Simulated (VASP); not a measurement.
# NaH (Fm-3m) in VASP: notebook

NaH is run at these levels: r2SCAN; tasks: single point.

All numbers are computed with VASP 6.6.1; they aren't measurements. Logs are shortened: lines on timing, memory, paths and dates and some standing lists are left out, and cuts for length are marked.

### 1 The cell of the first run

Symmetry: Fm-3m, No. 225, cubic system. Conventional cell: a = 4.814 Å, b = 4.814 Å, c = 4.814 Å, α = 90.00°, β = 90.00°, γ = 90.00°. Na (site symmetry m-3m) has 6 H at 2.41 Å within 3.2 Å. Within 3.2 Å of H (site symmetry m-3m) lie 6 Na at 2.41 Å.

### 2 Single point, r2SCAN

POSCAR

```
NaH
1.0
    0.0000000000      2.4070229845      2.4070229845
    2.4070229845      0.0000000000      2.4070229845
    2.4070229845      2.4070229845      0.0000000000
Na H
1 1
Direct
    0.0000000000      0.0000000000      0.0000000000
    0.5000000000      0.5000000000      0.5000000000
```

INCAR.step1

```
SYSTEM = NaH
PREC = Accurate ; ENCUT = 520
ISMEAR = -1 ; SIGMA = 0.05
LREAL = .FALSE. ; LASPH = .TRUE.
NELM = 100 ; NBANDS = 11
GGA = PE ; ALGO = Normal
EDIFF = 1E-4 ; LWAVE = .TRUE.
LCHARG = .FALSE.
```

INCAR.step2

```
SYSTEM = NaH
PREC = Accurate ; ENCUT = 520
EDIFF = 1E-7 ; ISMEAR = -1
SIGMA = 0.05 ; LREAL = .FALSE.
LASPH = .TRUE. ; NELM = 100
ALGO = Normal ; ISIF = 2
LWAVE = .FALSE. ; LCHARG = .TRUE.
METAGGA = R2SCAN ; LMIXTAU = .TRUE.
LELF = .TRUE. ; LVHAR = .TRUE.
NBANDS = 11 ; ISTART = 1
```

KPOINTS

```
regular mesh
0
G
  9 9 9
  0 0 0
```

Potentials or basis: VASP PAW PBE potentials, release 64 (Na_pv, H).

Run with:

```console
> cat potpaw_PBE.64/Na_pv/POTCAR potpaw_PBE.64/H/POTCAR > POTCAR
> cp INCAR.step1 INCAR
> mpirun -np 1 vasp_std > vasp.out
> cp INCAR.step2 INCAR
> mpirun -np 1 vasp_std > vasp.out
```

OUTCAR:

```text
SYSTEM = NaH
   PREC = Accurate
   ENCUT = 520
   EDIFF = 1E-7
   ISMEAR = -1
   LREAL = .FALSE.
   LASPH = .TRUE.
   NELM = 100
   ISIF = 2
   METAGGA = R2SCAN
   ISTART = 1

 ion  position               nearest neighbor table
   1  0.000  0.000  0.000-
   2  0.500  0.500  0.500-

  LATTYP: Found a face centered cubic cell.
 ALAT       =     4.8140459690

  Lattice vectors:

 A1 = (   0.0000000000,   2.4070229845,   2.4070229845)
 A2 = (   2.4070229845,   0.0000000000,   2.4070229845)
 A3 = (   2.4070229845,   2.4070229845,   0.0000000000)

Analysis of symmetry for initial positions (statically):
=====================================================================
 Subroutine PRICEL returns:
 Original cell was already a primitive cell.

 Routine SETGRP: Setting up the symmetry group for a
 face centered cubic supercell.

 Subroutine GETGRP returns: Found 48 space group operations
 (whereof 48 operations were pure point group operations)
 out of a pool of 48 trial point group operations.

The static configuration has the point symmetry O_h .

Analysis of symmetry for dynamics (positions and initial velocities):
=====================================================================
 Subroutine PRICEL returns:
 Original cell was already a primitive cell.

 Routine SETGRP: Setting up the symmetry group for a
 face centered cubic supercell.

 Subroutine GETGRP returns: Found 48 space group operations
 (whereof 48 operations were pure point group operations)
 out of a pool of 48 trial point group operations.

The dynamic configuration has the point symmetry O_h .

 Subroutine INISYM returns: Found 48 space group operations
 (whereof 48 operations are pure point group operations),
 and found     1 'primitive' translations

----------------------------------------------------------------------------------------

                                     Primitive cell

  volume of cell :      27.8914

  direct lattice vectors                    reciprocal lattice vectors
     0.000000000  2.407022985  2.407022985    -0.207725478  0.207725478  0.207725478
     2.407022985  0.000000000  2.407022985     0.207725478 -0.207725478  0.207725478
     2.407022985  2.407022985  0.000000000     0.207725478  0.207725478 -0.207725478

  length of vectors
     3.404044550  3.404044550  3.404044550     0.359791082  0.359791082  0.359791082

  position of ions in fractional coordinates (direct lattice)
     0.000000000  0.000000000  0.000000000
     0.500000000  0.500000000  0.500000000

  ion indices of the primitive-cell ions
   primitive index   ion index
                 1           1
                 2           2

----------------------------------------------------------------------------------------

 KPOINTS: regular mesh

Automatic generation of k-mesh.
 Grid dimensions read from file:
 generate k-points for:    9    9    9

 Generating k-lattice:

  Cartesian coordinates                     Fractional coordinates (reciprocal lattice)
    -0.023080609  0.023080609  0.023080609     0.111111111  0.000000000  0.000000000
     0.023080609 -0.023080609  0.023080609     0.000000000  0.111111111  0.000000000
     0.023080609  0.023080609 -0.023080609     0.000000000  0.000000000  0.111111111

  Length of vectors
     0.039976787  0.039976787  0.039976787

  Shift w.r.t. Gamma in fractional coordinates (k-lattice)
     0.000000000  0.000000000  0.000000000

 Subroutine IBZKPT returns following result:
 ===========================================

 Found     35 irreducible k-points:

 Following reciprocal coordinates:
            Coordinates               Weight
  0.000000  0.000000  0.000000      1.000000
  0.111111  0.000000  0.000000      8.000000
  0.222222  0.000000  0.000000      8.000000
  0.333333  0.000000  0.000000      8.000000
  0.444444  0.000000  0.000000      8.000000
  0.111111  0.111111  0.000000      6.000000
[... 16 lines left out ...]
 -0.333333  0.333333  0.000000     12.000000
  0.444444  0.444444  0.000000      6.000000
 [... further k-points ...]
   k-points           NKPTS =     35   k-points in BZ     NKDIM =     35   number of bands    NBANDS=     11
   number of dos      NEDOS =    301   number of ions     NIONS =      2
   total plane-waves  NPLWV =  21952
   dimension x,y,z NGX =    28 NGY =   28 NGZ =   28
   dimension x,y,z NGXF=    56 NGYF=   56 NGZF=   56
   ions per type =               1   1
   NGX,Y,Z   is equivalent  to a cutoff of  13.67, 13.67, 13.67 a.u.
   NGXF,Y,Z  is equivalent  to a cutoff of  27.35, 27.35, 27.35 a.u.
 SYSTEM =  NaH
   PREC   = accura    normal or accurate (medium, high low for compatibility)
   ISTART =      1    job   : 0-new  1-cont  2-samecut
   ICHARG =      0    charge: 1-file 2-atom 10-const
   ISPIN  =      1    spin polarized calculation?
   LNONCOLLINEAR =      F non collinear calculations
   LSORBIT =      F    spin-orbit coupling
   LASPH  =      T    aspherical Exc in radial PAW
   ENCUT  =  520.0 eV  38.22 Ry    6.18 a.u.   6.33  6.33  6.33*2*pi/ulx,y,z
   NELM   =    100;   NELMIN=  2; NELMDL=  0     # of ELM steps
   EDIFF  = 0.1E-06   stopping-criterion for ELM
   LREAL  =      F    real-space projection
   EDIFFG = 0.1E-05   stopping-criterion for IOM
   NSW    =      0    number of steps for IOM
   IBRION =     -1    ionic relax: 0-MD 1-quasi-New 2-CG
   NFREE  =      0    steps in history (QN), initial steepest desc. (CG)
   ISIF   =      2    stress and relaxation
   ISYM   =      2    0-nonsym 1-usesym 2-fastsym
   POTIM  = 0.5000    time-step for ionic-motion
   TEBEG  =    0.0;   TEEND  =   0.0 temperature during run
   PSTRESS=    0.0 pullay stress
   NELECT =       8.0000    total number of electrons
   NUPDOWN=      -1.0000    fix difference up-down
   EMIN   =  10.00;   EMAX   =-10.00  energy-range for DOS
   EFERMI =   0.00;   METHOD = LEGACY
   ISMEAR =    -1;   SIGMA  =   0.05  broadening in eV -4-tet -1-fermi 0-gaus
   EFERMI_NEDOS =   21; number of points for ismear=-14 and -15
   IALGO  =     38    algorithm
   IMIX   =      4    mixing-type and parameters
     AMIX     =   0.40;   BMIX     =  1.00
     AMIX_MAG =   1.60;   BMIX_MAG =  1.00
  volume/ion in A,a.u.               =      13.95        94.11
  Fermi-wavevector in a.u.,A,eV,Ry     =   1.079646  2.040235 15.859425  1.165635
  Thomas-Fermi vector in A             =   2.215616
   LORBIT       =      0    0 simple, 1 ext, 2 COOP (PROOUT), +10 PAW based schemes
   METAGGA = R2SCAN    functional components
   LHFCALC =     F    Hartree Fock is set to
   AEXX    =    0.0000 exact exchange contribution
   IVDW    =     0    specifies the selected vdW correction
   LEPSILON=     F    determine dielectric tensor
   LRPA    =     F    only Hartree local field effects (RPA)
 non-spin polarized calculation
  energy-cutoff  :      520.00
  volume of cell :       27.89
 maximum number of plane-waves:       766
 NGX is ok and might be reduce to    28
   NGX = 13   NGY = 13   NGZ = 13

 number of electron       7.9999995 magnetization

 Free energy of the ion-electron system (eV)
  ---------------------------------------------------
  ext. energy  EPLUGINS =         0.00000000
  ---------------------------------------------------
  free energy    TOTEN  =        -7.60157943 eV

  energy without entropy =       -7.60157943  energy(sigma->0) =       -7.60157943

 E-fermi :  -0.2839     XC(G=0):  -8.1808

 val. band max:       -1.4809698012   @ k =  -0.3333   0.4444   0.1111
 cond. band min:       3.2139804634   @ k =  -0.4444   0.1111   0.0000
 fundamental gap:      4.6949502646
 Fermi energy:        -0.2839357585

 k-point     1 :       0.0000    0.0000    0.0000
  band No.  band energies     occupation
      1     -24.2978      2.00000
      2     -24.2975      2.00000
      3     -24.2975      2.00000
      4      -5.0015      2.00000
      5      10.1264      0.00000
      6      15.0189      0.00000
      7      15.0189      0.00000
      8      15.0190      0.00000
      9      15.9726      0.00000
     10      15.9726      0.00000
     11      15.9726      0.00000

 k-point     2 :       0.1111    0.0000    0.0000
  band No.  band energies     occupation
      1     -24.3085      2.00000
      2     -24.2990      2.00000
      3     -24.2987      2.00000
      4      -4.7854      2.00000
      5       9.3063      0.00000
      6      12.7030      0.00000
      7      14.3028      0.00000
      8      14.3029      0.00000
      9      16.7690      0.00000
     10      16.7693      0.00000
     11      17.1050      0.00000

 k-point     3 :       0.2222    0.0000    0.0000
  band No.  band energies     occupation
      1     -24.3360      2.00000
      2     -24.3022      2.00000
      3     -24.3019      2.00000
      4      -4.1659      2.00000
      5       7.1444      0.00000
      6      11.2789      0.00000
      7      13.4839      0.00000
      8      13.4842      0.00000
      9      17.1493      0.00000
     10      17.1499      0.00000
     11      18.3844      0.00000

 k-point     4 :       0.3333    0.0000    0.0000
  band No.  band energies     occupation
      1     -24.3669      2.00000
      2     -24.3058      2.00000
      3     -24.3055      2.00000
      4      -3.2553      2.00000
      5       4.8206      0.00000
      6      10.6437      0.00000
      7      12.9034      0.00000
      8      12.9038      0.00000
      9      16.6840      0.00000
     10      16.6849      0.00000
     11      19.0198      0.00000
[... 239 lines left out ...]
 k-point    22 :      -0.4444    0.3333    0.0000
  band No.  band energies     occupation
      1     -24.3685      2.00000
      2     -24.3416      2.00000
      3     -24.3224      2.00000
      4      -1.6364      2.00000
      5       4.3328      0.00000
      6       6.2442      0.00000
      7      10.5546      0.00000
      8      11.4706      0.00000
      9      15.9324      0.00000
     10      21.2549      0.00000
     11      21.8307      0.00000

 k-point    23 :      -0.3333    0.3333    0.0000
  band No.  band energies     occupation
      1     -24.3579      2.00000
      2     -24.3547      2.00000
      3     -24.3174      2.00000
      4      -1.6724      2.00000
      5       4.9551      0.00000
      6       5.0664      0.00000
      7      11.0634      0.00000
      8      12.0889      0.00000
      9      18.1642      0.00000
     10      20.8337      0.00000
     11      21.5103      0.00000

 k-point    24 :       0.4444    0.4444    0.0000
  band No.  band energies     occupation
      1     -24.3765      2.00000
      2     -24.3278      2.00000
      3     -24.3275      2.00000
      4      -1.7606      2.00000
      5       4.0069      0.00000
      6       9.4118      0.00000
      7      10.1034      0.00000
      8      10.1035      0.00000
      9      11.9090      0.00000
     10      23.1973      0.00000
     11      24.9005      0.00000

 [... further k-points ...]

------------------------ aborting loop because EDIFF is reached ----------------------------------------

  FORCE on cell =-STRESS in cart. coord.  units (eV):
  Direction    XX          YY          ZZ          XY          YZ          ZX
  --------------------------------------------------------------------------------------
  -------------------------------------------------------------------------------------
  Total       -0.0897332     -0.0897332     -0.0897332     -0.0000000      0.0000000     -0.0000000
  in kB       -5.1545798     -5.1545798     -5.1545798     -0.0000000      0.0000000     -0.0000000
  external PRESSURE =      -5.1545798 kB  Pullay stress =       0.0000000 kB

 VOLUME and BASIS-vectors are now :
 -----------------------------------------------------------------------------
  energy-cutoff  :      520.00
  volume of cell :       27.89
      direct lattice vectors                 reciprocal lattice vectors
     0.000000000  2.407022985  2.407022985    -0.207725478  0.207725478  0.207725478
     2.407022985  0.000000000  2.407022985     0.207725478 -0.207725478  0.207725478
     2.407022985  2.407022985  0.000000000     0.207725478  0.207725478 -0.207725478

 POSITION                                       TOTAL-FORCE (eV/Angst)
 -----------------------------------------------------------------------------------
      0.00000      0.00000      0.00000        -0.000000     -0.000000     -0.000000
      2.40702      2.40702      2.40702         0.000000      0.000000      0.000000
 -----------------------------------------------------------------------------------
    total drift:                               -0.000000     -0.000000     -0.000000

  FREE ENERGIE OF THE ION-ELECTRON SYSTEM (eV)
  ---------------------------------------------------
  free  energy   TOTEN  =        -7.6015794306 eV

  energy  without entropy=       -7.6015794306  energy(sigma->0) =       -7.60157943
```

Wall time 26 s (1 thread of Intel Xeon 6975P-C (Granite Rapids), shared host); peak memory 0.15 GiB.

What came out:

* Free energy: -7.6016 eV
* Pressure: -0.5 GPa
* Band gap on the k mesh: 4.70 eV, indirect (least direct gap 5.38 eV)

Caveat: the PAW data sets were made with another functional, which shifts forces and pressure a little. r2SCAN opens gaps a little over a GGA but as a rule still falls short of measured ones.

### 3 Single point, r2SCAN

This run uses another cell than the first one, of 14.24 Å³/atom, 1.021 times its volume.

POSCAR

```
NaH
1.0
    0.0000000000      2.4236236676      2.4236236676
    2.4236236676      0.0000000000      2.4236236676
    2.4236236676      2.4236236676      0.0000000000
Na H
1 1
Direct
    0.0000000000      0.0000000000      0.0000000000
    0.5000000000      0.5000000000      0.5000000000
```

INCAR.step1

```
ALGO = Normal ; EDIFF = 1E-4
ENCUT = 520 ; GGA = PE
ISMEAR = -1 ; LASPH = True
LCHARG = False ; LREAL = False
LWAVE = True ; NBANDS = 11
NELM = 80 ; PREC = Accurate
SIGMA = 0.05
```

INCAR.step2

```
ALGO = Normal ; EDIFF = 1E-7
ENCUT = 520 ; ISIF = 2
ISMEAR = -1 ; ISTART = 1
LASPH = True ; LCHARG = False
LMIXTAU = True ; LREAL = False
LWAVE = False ; METAGGA = R2SCAN
NBANDS = 11 ; NELM = 80
PREC = Accurate ; SIGMA = 0.05
```

KPOINTS

```
k-points
0
Gamma
  9 9 9
```

Potentials or basis: VASP PAW PBE potentials, release 64 (Na_pv, H).

Run with:

```console
> cat potpaw_PBE.64/Na_pv/POTCAR potpaw_PBE.64/H/POTCAR > POTCAR
> cp INCAR.step1 INCAR
> mpirun -np 1 vasp_std > vasp.out
> cp INCAR.step2 INCAR
> mpirun -np 1 vasp_std > vasp.out
```

It took 26 s on 1 thread of Intel Xeon 6975P-C (Granite Rapids), shared host; peak memory 0.15 GiB.

The run converged. Its results:

| Item | Value |
| --- | --- |
| Free energy | -7.5991 eV |
| Pressure | -0.9 GPa |
| Band gap on the k mesh | 4.65 eV, indirect (least direct gap 5.33 eV) |

Levels at points of the mesh, in eV from the valence-band top:
| k point | band 1 | band 2 | band 3 | band 4 | band 5 | band 6 | band 7 | band 8 | band 9 |
| --- | --- | --- | --- | --- | --- | --- | --- | --- | --- |
| (0.00, 0.00, 0.00) | -22.86 | -22.86 | -22.86 | -3.47 | 11.42 | 16.34 | 16.34 | 16.34 | 17.24 |

Caveat: the PAW data sets were made with another functional, which shifts forces and pressure a little. r2SCAN opens gaps a little over a GGA but as a rule still falls short of measured ones.
